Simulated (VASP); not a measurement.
# Cs2LiGaSe6 in VASP: further runs

Runs on Cs2LiGaSe6. Level: PBE. Tasks: single point.

All numbers are computed with VASP 6.6.1; they aren't measurements. Logs are shortened: lines on timing, memory, paths and dates and some standing lists are left out, and cuts for length are marked.

## Step 1: The cell of the first run

The typed cell holds 10 atoms: a = 7.202 Å, b = 7.202 Å, c = 5.861 Å, α = 90.00°, β = 90.00°, γ = 60.00°.

## Step 2: Single point, PBE

The input, INCAR:

```
SYSTEM = Cs2LiGaSe6
PREC     = Accurate       ! precision mode
ENCUT    = 520            ! plane-wave cutoff, eV
EDIFF    = 1E-6           ! SCF threshold, eV
ISMEAR   = -1             ! smearing method
SIGMA    = 0.1            ! smearing width, eV
LREAL    = .False.        ! projectors in reciprocal space
LASPH    = .True.         ! aspherical terms in the spheres
NELM     = 80             ! most SCF steps
ALGO     = Normal         ! electronic algorithm
ISIF     = 2              ! what is computed and relaxed
LWAVE    = .False.        ! write WAVECAR
LCHARG   = .False.        ! write CHGCAR
GGA      = PE             ! functional
NBANDS   = 46             ! bands
```

The input, KPOINTS:

```
Automatic mesh
0
Gamma
  3 3 3
  0 0 0
```

The input, POSCAR:

```
Cs2LiGaSe6
1.0
    3.6008160000      6.2367930000      0.0000000000
   -3.6008160000      6.2367930000      0.0000000000
    0.0000000000      0.0000000000      5.8613380000
Li Cs Se Ga
1 2 6 1
Direct
    0.0000000000      0.0000000000      0.5000000000
    0.3333000000      0.3333000000      0.2699000000
    0.6666000000      0.6667000000      0.7301000000
    0.1388000000      0.1392000000      0.7618000000
    0.7220000000      0.1388000000      0.7618000000
    0.1392000000      0.7220000000      0.7618000000
    0.2780000000      0.8608000000      0.2382000000
    0.8608000000      0.8612000000      0.2382000000
    0.8612000000      0.2780000000      0.2382000000
    0.0000000000      0.0000000000      0.0000000000
```

Potentials or basis: VASP PAW PBE potentials, release 64 (Li_sv, Cs_sv, Se, Ga_d).

The run is started by

```bash
cat potpaw_PBE.64/Li_sv/POTCAR potpaw_PBE.64/Cs_sv/POTCAR potpaw_PBE.64/Se/POTCAR potpaw_PBE.64/Ga_d/POTCAR > POTCAR
mpirun -np 1 vasp_std > vasp.out
```

OUTCAR:

```text
SYSTEM = Cs2LiGaSe6
   PREC = Accurate
   ENCUT = 520
   EDIFF = 1E-6
   ISMEAR = -1
   LREAL = .False.
   LASPH = .True.
   NELM = 80
   ISIF = 2
   GGA = PE

 ion  position               nearest neighbor table
   1  0.000  0.000  0.500-   4 2.32   8 2.32   5 2.32   9 2.32   6 2.32   7 2.32
   2  0.333  0.333  0.270-
   3  0.667  0.667  0.730-
   4  0.139  0.139  0.762-  10 2.23   1 2.32
   5  0.722  0.139  0.762-  10 2.23   1 2.32
   6  0.139  0.722  0.762-  10 2.23   1 2.32
   7  0.278  0.861  0.238-  10 2.23   1 2.32
   8  0.861  0.861  0.238-  10 2.23   1 2.32
   9  0.861  0.278  0.238-  10 2.23   1 2.32
  10  0.000  0.000  0.000-   4 2.23   8 2.23   5 2.23   9 2.23   6 2.23   7 2.23

  LATTYP: Found a hexagonal cell.
 ALAT       =     7.2016291761
 C/A-ratio  =     0.8138905596

  Lattice vectors:

 A1 = (   3.6008160000,  -6.2367930000,   0.0000000000)
 A2 = (   3.6008160000,   6.2367930000,   0.0000000000)
 A3 = (   0.0000000000,   0.0000000000,   5.8613380000)

Analysis of symmetry for initial positions (statically):
=====================================================================
 Subroutine PRICEL returns:
 Original cell was already a primitive cell.

 Routine SETGRP: Setting up the symmetry group for a
 hexagonal supercell.

 Subroutine GETGRP returns: Found  2 space group operations
 (whereof  2 operations were pure point group operations)
 out of a pool of 24 trial point group operations.

The static configuration has the point symmetry C_2 .

Analysis of symmetry for dynamics (positions and initial velocities):
=====================================================================
 Subroutine PRICEL returns:
 Original cell was already a primitive cell.

 Routine SETGRP: Setting up the symmetry group for a
 hexagonal supercell.

 Subroutine GETGRP returns: Found  2 space group operations
 (whereof  2 operations were pure point group operations)
 out of a pool of 24 trial point group operations.

The dynamic configuration has the point symmetry C_2 .

 Subroutine INISYM returns: Found  2 space group operations
 (whereof  2 operations are pure point group operations),
 and found     1 'primitive' translations

----------------------------------------------------------------------------------------

                                     Primitive cell

  volume of cell :     263.2625

  direct lattice vectors                    reciprocal lattice vectors
     3.600816000  6.236793000  0.000000000     0.138857415  0.080169408  0.000000000
    -3.600816000  6.236793000  0.000000000    -0.138857415  0.080169408  0.000000000
     0.000000000  0.000000000  5.861338000     0.000000000  0.000000000  0.170609509

  length of vectors
     7.201629176  7.201629176  5.861338000     0.160338752  0.160338752  0.170609509

  position of ions in fractional coordinates (direct lattice)
     0.000000000  0.000000000  0.500000000
     0.333300000  0.333300000  0.269900000
     0.666600000  0.666700000  0.730100000
     0.138800000  0.139200000  0.761800000
     0.722000000  0.138800000  0.761800000
     0.139200000  0.722000000  0.761800000
     0.278000000  0.860800000  0.238200000
     0.860800000  0.861200000  0.238200000
     0.861200000  0.278000000  0.238200000
     0.000000000  0.000000000  0.000000000

  ion indices of the primitive-cell ions
   primitive index   ion index
                 1           1
                 2           2
                 3           3
                 4           4
                 5           5
                 6           6
                 7           7
                 8           8
                 9           9
                10          10

----------------------------------------------------------------------------------------

 KPOINTS: Automatic mesh

Automatic generation of k-mesh.
 Grid dimensions read from file:
 generate k-points for:    3    3    3

 Generating k-lattice:

  Cartesian coordinates                     Fractional coordinates (reciprocal lattice)
     0.046285805  0.026723136  0.000000000     0.333333333 -0.000000000  0.000000000
    -0.046285805  0.026723136  0.000000000    -0.000000000  0.333333333  0.000000000
     0.000000000  0.000000000  0.056869836     0.000000000  0.000000000  0.333333333

  Length of vectors
     0.053446251  0.053446251  0.056869836

  Shift w.r.t. Gamma in fractional coordinates (k-lattice)
     0.000000000  0.000000000  0.000000000

 Subroutine IBZKPT returns following result:
 ===========================================

 Found     10 irreducible k-points:

 Following reciprocal coordinates:
            Coordinates               Weight
  0.000000  0.000000  0.000000      1.000000
  0.333333  0.000000  0.000000      4.000000
  0.000000  0.333333  0.000000      2.000000
 -0.333333  0.333333  0.000000      2.000000
  0.000000  0.000000  0.333333      2.000000
  0.333333  0.000000  0.333333      4.000000
  0.333333  0.333333  0.333333      4.000000
  0.000000  0.333333  0.333333      2.000000
 -0.000000 -0.333333  0.333333      2.000000
 -0.333333  0.333333  0.333333      4.000000
   k-points           NKPTS =     10   k-points in BZ     NKDIM =     10   number of bands    NBANDS=     46
   number of dos      NEDOS =    301   number of ions     NIONS =     10
   total plane-waves  NPLWV = 139968
   dimension x,y,z NGX =    54 NGY =   54 NGZ =   48
   dimension x,y,z NGXF=   108 NGYF=  108 NGZF=   96
   ions per type =               1   2   6   1
   NGX,Y,Z   is equivalent  to a cutoff of  12.47, 12.47, 13.61 a.u.
   NGXF,Y,Z  is equivalent  to a cutoff of  24.93, 24.93, 27.23 a.u.
 SYSTEM =  Cs2LiGaSe6
   PREC   = accura    normal or accurate (medium, high low for compatibility)
   ISTART =      0    job   : 0-new  1-cont  2-samecut
   ICHARG =      2    charge: 1-file 2-atom 10-const
   ISPIN  =      1    spin polarized calculation?
   LNONCOLLINEAR =      F non collinear calculations
   LSORBIT =      F    spin-orbit coupling
   LASPH  =      T    aspherical Exc in radial PAW
   ENCUT  =  520.0 eV  38.22 Ry    6.18 a.u.  13.39 13.39 10.90*2*pi/ulx,y,z
   NELM   =     80;   NELMIN=  2; NELMDL= -5     # of ELM steps
   EDIFF  = 0.1E-05   stopping-criterion for ELM
   LREAL  =      F    real-space projection
   EDIFFG = 0.1E-04   stopping-criterion for IOM
   NSW    =      0    number of steps for IOM
   IBRION =     -1    ionic relax: 0-MD 1-quasi-New 2-CG
   NFREE  =      0    steps in history (QN), initial steepest desc. (CG)
   ISIF   =      2    stress and relaxation
   ISYM   =      2    0-nonsym 1-usesym 2-fastsym
   POTIM  = 0.5000    time-step for ionic-motion
   TEBEG  =    0.0;   TEEND  =   0.0 temperature during run
   PSTRESS=    0.0 pullay stress
   NELECT =      70.0000    total number of electrons
   NUPDOWN=      -1.0000    fix difference up-down
   EMIN   =  10.00;   EMAX   =-10.00  energy-range for DOS
   EFERMI =   0.00;   METHOD = LEGACY
   ISMEAR =    -1;   SIGMA  =   0.10  broadening in eV -4-tet -1-fermi 0-gaus
   EFERMI_NEDOS =   21; number of points for ismear=-14 and -15
   IALGO  =     38    algorithm
   IMIX   =      4    mixing-type and parameters
     AMIX     =   0.40;   BMIX     =  1.00
     AMIX_MAG =   1.60;   BMIX_MAG =  1.00
  volume/ion in A,a.u.               =      26.33       177.66
  Fermi-wavevector in a.u.,A,eV,Ry     =   1.052716  1.989345 15.078122  1.108211
  Thomas-Fermi vector in A             =   2.187809
   LORBIT       =      0    0 simple, 1 ext, 2 COOP (PROOUT), +10 PAW based schemes
   GGA     = PE    functional components
   LHFCALC =     F    Hartree Fock is set to
   AEXX    =    0.0000 exact exchange contribution
   IVDW    =     0    specifies the selected vdW correction
   LEPSILON=     F    determine dielectric tensor
   LRPA    =     F    only Hartree local field effects (RPA)
 non-spin polarized calculation
  energy-cutoff  :      520.00
  volume of cell :      263.26
 maximum number of plane-waves:      7131
 NGX is ok and might be reduce to    54
   NGX = 27   NGY = 27   NGZ = 21

 number of electron      70.0000005 magnetization

 Free energy of the ion-electron system (eV)
  ---------------------------------------------------
  ext. energy  EPLUGINS =         0.00000000
  ---------------------------------------------------
  free energy    TOTEN  =       -26.60822665 eV

  energy without entropy =      -26.17567445  energy(sigma->0) =      -26.39195055

 E-fermi :   2.5505     XC(G=0):  -9.0298

 val. band max:        2.5293381368   @ k =  -0.3333   0.3333   0.0000
 cond. band min:       2.5690116895   @ k =   0.0000   0.0000   0.0000
 fundamental gap:      0.0396735527
 Fermi energy:         2.5505122486

 k-point     1 :       0.0000    0.0000    0.0000
  band No.  band energies     occupation
      1     -42.2931      2.00000
      2     -18.1624      2.00000
      3     -18.1337      2.00000
      4     -12.7286      2.00000
      5     -12.7286      2.00000
      6     -12.5367      2.00000
[... 38 lines left out ...]
     45       7.9312      0.00000
     46       8.0396      0.00000

 k-point     2 :       0.3333    0.0000    0.0000
  band No.  band energies     occupation
      1     -42.2931      2.00000
      2     -18.1551      2.00000
      3     -18.1388      2.00000
      4     -12.7302      2.00000
      5     -12.7284      2.00000
      6     -12.5413      2.00000
[... 38 lines left out ...]
     45       8.6353      0.00000
     46       8.6869      0.00000

 k-point     3 :       0.0000    0.3333    0.0000
  band No.  band energies     occupation
      1     -42.2931      2.00000
      2     -18.1551      2.00000
      3     -18.1388      2.00000
      4     -12.7302      2.00000
      5     -12.7284      2.00000
      6     -12.5412      2.00000
[... 38 lines left out ...]
     45       8.6354      0.00000
     46       8.6868      0.00000

 k-point     4 :      -0.3333    0.3333    0.0000
  band No.  band energies     occupation
      1     -42.2931      2.00000
      2     -18.1464      2.00000
      3     -18.1464      2.00000
      4     -12.7297      2.00000
      5     -12.7296      2.00000
      6     -12.5436      2.00000
[... 38 lines left out ...]
     45       8.6985      0.00000
     46       9.1257      0.00000

 k-point     5 :       0.0000    0.0000    0.3333
  band No.  band energies     occupation
      1     -42.2931      2.00000
      2     -18.1543      2.00000
      3     -18.1388      2.00000
      4     -12.7393      2.00000
      5     -12.7393      2.00000
      6     -12.4727      2.00000
[... 38 lines left out ...]
     45       7.9091      0.00000
     46       8.2229      0.00000

 k-point     6 :       0.3333    0.0000    0.3333
  band No.  band energies     occupation
      1     -42.2931      2.00000
      2     -18.1499      2.00000
      3     -18.1411      2.00000
      4     -12.7411      2.00000
      5     -12.7395      2.00000
      6     -12.4717      2.00000
[... 38 lines left out ...]
     45       8.6144      0.00000
     46       8.8353      0.00000

 k-point     7 :       0.3333    0.3333    0.3333
  band No.  band energies     occupation
      1     -42.2931      2.00000
      2     -18.1500      2.00000
      3     -18.1410      2.00000
      4     -12.7413      2.00000
      5     -12.7393      2.00000
      6     -12.4717      2.00000
[... 38 lines left out ...]
     45       8.7327      0.00000
     46       8.8110      0.00000

 k-point     8 :       0.0000    0.3333    0.3333
  band No.  band energies     occupation
      1     -42.2931      2.00000
      2     -18.1499      2.00000
      3     -18.1411      2.00000
      4     -12.7411      2.00000
      5     -12.7395      2.00000
      6     -12.4717      2.00000
[... 38 lines left out ...]
     45       8.6143      0.00000
     46       8.8367      0.00000

 k-point     9 :      -0.0000   -0.3333    0.3333
  band No.  band energies     occupation
      1     -42.2931      2.00000
      2     -18.1500      2.00000
      3     -18.1410      2.00000
      4     -12.7413      2.00000
      5     -12.7393      2.00000
      6     -12.4717      2.00000
[... 38 lines left out ...]
     45       8.7330      0.00000
     46       8.8154      0.00000

 k-point    10 :      -0.3333    0.3333    0.3333
  band No.  band energies     occupation
      1     -42.2931      2.00000
      2     -18.1450      2.00000
      3     -18.1450      2.00000
      4     -12.7408      2.00000
      5     -12.7408      2.00000
      6     -12.4712      2.00000
[... 38 lines left out ...]
     45       8.7795      0.00000
     46       9.1813      0.00000

------------------------ aborting loop because EDIFF is reached ----------------------------------------

  FORCE on cell =-STRESS in cart. coord.  units (eV):
  Direction    XX          YY          ZZ          XY          YZ          ZX
  --------------------------------------------------------------------------------------
  -------------------------------------------------------------------------------------
  Total       24.6938719     24.6946653     25.4648215      0.0007095     -0.0001875      0.0003247
  in kB      150.2833099    150.2881387    154.9751969      0.0043179     -0.0011408      0.0019758
  external PRESSURE =     151.8488818 kB  Pullay stress =       0.0000000 kB

 VOLUME and BASIS-vectors are now :
 -----------------------------------------------------------------------------
  energy-cutoff  :      520.00
  volume of cell :      263.26
      direct lattice vectors                 reciprocal lattice vectors
     3.600816000  6.236793000  0.000000000     0.138857415  0.080169408  0.000000000
    -3.600816000  6.236793000  0.000000000    -0.138857415  0.080169408  0.000000000
     0.000000000  0.000000000  5.861338000     0.000000000  0.000000000  0.170609509

 POSITION                                       TOTAL-FORCE (eV/Angst)
 -----------------------------------------------------------------------------------
      0.00000      0.00000      2.93067         0.000125      0.000217      0.000000
      0.00000      4.15745      1.58198        -0.000080      0.000962      0.019596
     -0.00036      8.31552      4.27936         0.000873      0.000412     -0.019596
     -0.00144      1.73383      4.46517         0.000669      4.258834     -1.531254
      2.10000      5.36863      4.46517        -3.688876     -2.128420     -1.531168
     -2.09856      5.37113      4.46517         3.687436     -2.131141     -1.531215
     -2.09856      7.10246      1.39617         3.687926      2.129996      1.531254
     -0.00144     10.73976      1.39617         0.001171     -4.258868      1.531168
      2.10000      7.10495      1.39617        -3.689341      2.127841      1.531215
      0.00000      0.00000      0.00000         0.000096      0.000166      0.000000
 -----------------------------------------------------------------------------------
    total drift:                                0.000065      0.000112     -0.000000

  FREE ENERGIE OF THE ION-ELECTRON SYSTEM (eV)
  ---------------------------------------------------
  free  energy   TOTEN  =       -26.6082266464 eV

  energy  without entropy=      -26.1756744470  energy(sigma->0) =      -26.39195055
```

Wall time 2.8 min (1 thread of Intel Xeon Platinum 8259CL at 2.50GHz (Skylake/Cascade Lake), shared host); peak memory 0.43 GiB.

What came out:

```yaml
Free_energy: -26.6082 eV
Largest_force: 4.526 eV/Å
Band_gap_on_the_k_mesh: zero (bands 35 and 36 overlap by 0.19 eV)
```

Forces in eV/Å, atoms in the order of the input:
```
Li   0.000  0.000  0.000
Cs   0.000  0.001  0.020
Cs   0.001  0.000 -0.020
Se   0.001  4.259 -1.531
Se  -3.689 -2.128 -1.531
Se   3.687 -2.131 -1.531
Se   3.688  2.130  1.531
Se   0.001 -4.259  1.531
Se  -3.689  2.128  1.531
Ga   0.000  0.000  0.000
```

Caveat: the cutoff is under 1.25 times the usual one of these potentials, so pressure, stress and relaxed cells hold a basis-set (Pulay) error; spin-orbit coupling is left out, which moves the levels of the heavy elements; forces of over 1 eV/Å act on the atoms, so gaps and moduli don't describe the material at rest.

## Step 3: Single point, PBE

The input, INCAR:

```
PREC = Accurate
ENCUT = 520
EDIFF = 1E-6
ISMEAR = -1
SIGMA = 0.1
LREAL = F
LASPH = T
NELM = 100
ALGO = Normal
ISIF = 2
LWAVE = F
LCHARG = F
GGA = PE
NBANDS = 46
```

The input, KPOINTS:

```
Automatic mesh
0
Gamma
  3 3 3
```

POSCAR is that of step 2.

Potentials or basis: VASP PAW PBE potentials, release 64 (Li_sv, Cs_sv, Se, Ga_d).

The run is started by

```bash
cat potpaw_PBE.64/Li_sv/POTCAR potpaw_PBE.64/Cs_sv/POTCAR potpaw_PBE.64/Se/POTCAR potpaw_PBE.64/Ga_d/POTCAR > POTCAR
mpirun -np 1 vasp_std > vasp.out
```

Wall time 2.8 min (1 thread of Intel Xeon Platinum 8259CL at 2.50GHz (Skylake/Cascade Lake), shared host); peak memory 0.43 GiB.

Results (log left out):

* Free energy: -26.6082 eV
* Largest force: 4.526 eV/Å
* Band gap on the k mesh: zero (bands 35 and 36 overlap by 0.19 eV)

Forces on the atoms (eV/Å):
```
Li   0.000  0.000  0.000
Cs   0.000  0.001  0.020
Cs   0.001  0.000 -0.020
Se   0.001  4.259 -1.531
Se  -3.689 -2.128 -1.531
Se   3.687 -2.131 -1.531
Se   3.688  2.130  1.531
Se   0.001 -4.259  1.531
Se  -3.689  2.128  1.531
Ga   0.000  0.000  0.000
```

Levels at points of the mesh, in eV from the Fermi level:
```csv
k point,band 32,band 33,band 34,band 35,band 36,band 37,band 38,band 39
"(0.00, 0.00, 0.00)",-0.36,0.02,0.07,0.07,0.64,0.64,0.83,3.52
```

Caveat: the cutoff is under 1.25 times the usual one of these potentials, so pressure, stress and relaxed cells hold a basis-set (Pulay) error; spin-orbit coupling is left out, which moves the levels of the heavy elements; forces of over 1 eV/Å act on the atoms, so gaps and moduli don't describe the material at rest.

## Step 4: Single point, PBE

The input, INCAR:

```
SYSTEM = Cs2LiGaSe6
PREC = Accurate
ENCUT = 520
EDIFF = 1E-6
ISMEAR = -1
SIGMA = 0.1
LREAL = .FALSE.
LASPH = .TRUE.
NELM = 80
ALGO = Normal
ISIF = 2
LWAVE = .FALSE.
LCHARG = .FALSE.
GGA = PE
NBANDS = 46
ISYM = 0
```

The input, KPOINTS:

```
Automatic mesh
0
Gamma
  3 3 3
  0.5 0.5 0.5
```

POSCAR is that of step 3.

The run is started by

```bash
cat potpaw_PBE.64/Li_sv/POTCAR potpaw_PBE.64/Cs_sv/POTCAR potpaw_PBE.64/Se/POTCAR potpaw_PBE.64/Ga_d/POTCAR > POTCAR
mpirun -np 1 vasp_std > vasp.out
```

Wall time 11 min (1 thread of Intel Xeon Platinum 8259CL at 2.50GHz (Skylake/Cascade Lake), shared host); peak memory 0.66 GiB.

Results (log left out):

```yaml
Free_energy: -26.4810 eV
Largest_force: 4.068 eV/Å
Band_gap_on_the_k_mesh: zero (bands 35 and 36 overlap by 0.37 eV)
```

Forces on the atoms (eV/Å):
```
Li   0.000  0.000  0.000
Cs   0.000  0.001  0.028
Cs   0.001  0.000 -0.028
Se   0.000  3.774 -1.520
Se  -3.268 -1.886 -1.520
Se   3.268 -1.888 -1.520
Se   3.268  1.887  1.520
Se   0.000 -3.774  1.520
Se  -3.269  1.886  1.520
Ga   0.000  0.000  0.000
```

Levels at points of the mesh, in eV from the Fermi level:
| k point | band 31 | band 32 | band 33 | band 34 | band 35 | band 36 | band 37 | band 38 | band 39 | band 40 |
| --- | --- | --- | --- | --- | --- | --- | --- | --- | --- | --- |
| (0.50, 0.50, 0.50) | -0.79 | -0.75 | -0.52 | -0.48 | -0.28 | -0.19 | -0.15 | 0.34 | 4.18 | 5.02 |
| (0.00, 0.50, 0.50) | -0.79 | -0.75 | -0.52 | -0.48 | -0.28 | -0.19 | -0.15 | 0.34 | 4.18 | 5.02 |
| (0.50, 0.00, 0.50) | -0.79 | -0.75 | -0.52 | -0.48 | -0.28 | -0.19 | -0.15 | 0.34 | 4.18 | 5.02 |

Caveat: the cutoff is under 1.25 times the usual one of these potentials, so pressure, stress and relaxed cells hold a basis-set (Pulay) error; spin-orbit coupling is left out, which moves the levels of the heavy elements; forces of over 1 eV/Å act on the atoms, so gaps and moduli don't describe the material at rest.

The gap in the log of VASP goes by the Fermi energy; the results here count the filled bands.